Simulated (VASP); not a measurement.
Here is a VASP 6.6.1 calculation.

The input INCAR:

```
SYSTEM = MgSiN
  PREC = Accurate
  ENCUT = 520
  EDIFF = 1E-7
  ISMEAR = 0
  SIGMA = 0.1
  LREAL = .False.
  LASPH = .True.
  NELM = 80
  ALGO = Normal
  ISIF = 2
  LWAVE = .False.
  LCHARG = .False.
  GGA = PE
  NBANDS = 12
```

File KPOINTS:

```
Automatic mesh
0
Gamma
  6 6 6
  0 0 0
```

The input POSCAR:

```
MgSiN
1.0
    4.3112390639      0.0000000037      0.0000000000
   -2.1556195351      3.7336425493      0.0000000000
    0.0000000000      0.0000000000      2.7524441916
Mg Si N
1 1 1
Direct
    0.0000000000      0.0000000000      0.0000000000
    0.3333333333      0.6666666667      0.0000000000
    0.6666666667      0.3333333333      0.5000000000
```

Potentials or basis: VASP PAW PBE potentials, release 64 (Mg, Si, N).

Command:

```bash
$ cat potpaw_PBE.64/Mg/POTCAR potpaw_PBE.64/Si/POTCAR potpaw_PBE.64/N/POTCAR > POTCAR
$ mpirun -np 1 vasp_std > vasp.out
```

Question: Predict the pressure.

Answer: -0.3 GPa.

Stress tensor (GPa, compression positive):
```
-0.31  0.00  0.00
 0.00 -0.31  0.00
 0.00  0.00 -0.43
```

Caveat: the k points lie up to 0.38 Å⁻¹ apart.
